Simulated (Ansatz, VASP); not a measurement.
# One calculation of SnPt3, two programs

```
Sn Pt
1.0
     4.00000    0.04000    0.04000
     0.04000    4.00000    0.04000
     0.04000    0.04000    4.00000
Sn Pt
1 3
Direct
  0.00000 0.00000 0.00000
  0.00000 0.50000 0.50000
  0.50000 0.00000 0.50000
  0.50000 0.50000 0.00000
```

Change from the starting cell: equal xy, yz and zx shear strains of +2 %, crystal datasets.

Alike in both runs: task electric field gradients; functional LDA; k mesh 8 × 8 × 8; occupations fermi-dirac, width 0.05 eV; no spin polarisation.

|  | VASP | Ansatz |
| --- | --- | --- |
| version | VASP 6.6.1 | Ansatz 0.2.0 |
| potentials or method | VASP PAW LDA potentials, release 64 (Sn_d, Pt), cutoff 520 eV | all-electron PAW with datasets made for the crystal, scalar-relativistic |

```tsv
	VASP	Ansatz	Ansatz less VASP
pressure (GPa)	-2.6	-3.3	-0.72
traceless stress, the component that is largest in VASP (GPa)	-1.53	-1.48	+0.055
size of Vzz on the site where it differs most (V/Å²)	150.9	164.6	+13.70
```

LDA's correlation is that of Perdew and Zunger in VASP and of Perdew and Wang (1992) in Ansatz. Ansatz ran all-electron here, and VASP with PAW potentials.

Spin-orbit coupling is off throughout.
